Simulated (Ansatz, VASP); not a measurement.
PbSe in VASP and in Ansatz

```
Pb Se
1.0
     2.15488   -6.13395    0.00000
     2.15488    6.13395    0.00000
     0.00000    0.00000    4.45049
Pb Se
2 2
Direct
  0.63176 0.36824 0.75000
  0.36824 0.63176 0.25000
  0.86129 0.13871 0.75000
  0.13871 0.86129 0.25000
```

Alike in both runs: task single point; functional r2SCAN; k mesh 6 × 6 × 6; no spin polarisation.

|  | VASP | Ansatz |
| --- | --- | --- |
| version | VASP 6.6.1 | Ansatz 0.2.0 |
| potentials or method | VASP PAW PBE potentials, release 64 (Pb_d, Se), cutoff 520 eV | plane waves, PAW |
| occupations | gaussian, width 0.01 eV | fixed |
| valence electrons in the cell | 40 | 60 |

```tsv
	VASP	Ansatz	Ansatz less VASP
gap on the k mesh at the Fermi level (eV)	1.44	1.44	+0.001
```

VASP's potentials were made for PBE, not for r2SCAN. VASP's potentials hold 40 valence electrons a cell and Ansatz's 60, so a difference there can come from the potentials and not from the codes.

Neither program's run includes spin-orbit coupling.
